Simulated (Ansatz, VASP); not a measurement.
**One calculation of MnO, two programs**

```
Mn O
1.0
     0.00000    2.20432    2.20432
     2.20432    0.00000    2.20432
     2.20432    2.20432    0.00000
Mn O
1 1
Direct
  0.00000 0.00000 0.00000
  0.50000 0.50000 0.50000
```

Alike in both runs: task single point; functional LDA; k mesh 10 × 10 × 10; occupations fermi-dirac, width 0.3 eV; collinear spin.

|  | VASP | Ansatz |
| --- | --- | --- |
| version | VASP 6.6.1 | Ansatz 0.2.0 |
| potentials or method | VASP PAW LDA potentials, release 64 (Mn_pv, O), cutoff 520 eV | plane waves, PAW |
| valence electrons in the cell | 19 | 21 |

Ansatz gave:

| Item | Value |
| --- | --- |
| net moment per atom (μB) | 2.16 |
| size of the moment on the site where the two differ most (μB) | 3.69 |

Task: What did VASP give for the same quantities?

Result: net moment per atom (μB): 2.12; size of the moment on the site where the two differ most (μB): 3.87.

LDA's correlation is that of Perdew and Zunger in VASP and of Perdew and Wang (1992) in Ansatz. Site moments also hang on the region over which each program counts them. VASP's potentials hold 19 valence electrons a cell and Ansatz's 21, so a difference there can come from the potentials and not from the codes. Ansatz's warnings: moment headroom below auto, stability check not made.
